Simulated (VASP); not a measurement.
Here is a VASP 6.6.1 calculation.

File POSCAR:

```
As
1.0
    0.0000000000      2.1218457410      2.1218457410
    2.1218457410      0.0000000000      2.1218457410
    2.1218457410      2.1218457410      0.0000000000
As
1
Direct
    0.0000000000      0.0000000000      0.0000000000
```

File INCAR.step1:

```
  ALGO = Normal
  EDIFF = 1E-4
  ENCUT = 520
  GGA = PE
  GGA_COMPAT = False
  ISMEAR = -1
  LASPH = True
  LCHARG = False
  LNONCOLLINEAR = True
  LREAL = False
  LSORBIT = True
  LWAVE = True
  MAGMOM = 0 0 0
  NBANDS = 16
  NELM = 150
  PREC = Accurate
  SIGMA = 0.1
```

File INCAR.step2:

```
  ALGO = Normal
  EDIFF = 1E-6
  ENCUT = 520
  GGA_COMPAT = False
  ISIF = 2
  ISMEAR = -1
  ISTART = 1
  LASPH = True
  LCHARG = False
  LMIXTAU = True
  LNONCOLLINEAR = True
  LORBIT = 11
  LORBMOM = True
  LREAL = False
  LSORBIT = True
  LWAVE = False
  MAGMOM = 0 0 0
  METAGGA = R2SCAN
  NBANDS = 16
  NELM = 150
  PREC = Accurate
  SIGMA = 0.1
```

The input KPOINTS:

```
k-points
0
Gamma
  13 13 13
```

Potentials or basis: VASP PAW PBE potentials, release 64 (As).

Run with:

```sh
$ cat potpaw_PBE.64/As/POTCAR > POTCAR
$ cp INCAR.step1 INCAR
$ mpirun -np 1 vasp_ncl > vasp.out
$ cp INCAR.step2 INCAR
$ mpirun -np 1 vasp_ncl > vasp.out
```

**Question.** Predict the pressure.

**Answer.** -0.1 GPa.

**Question.** Predict the net moment.

**Answer.** 0.00 μB per cell.

Moments on the atoms (μB; x, y, z):
```
As  0.00 0.00 0.00
```

Caveat: the PAW data sets were made with another functional, which shifts forces and pressure a little.
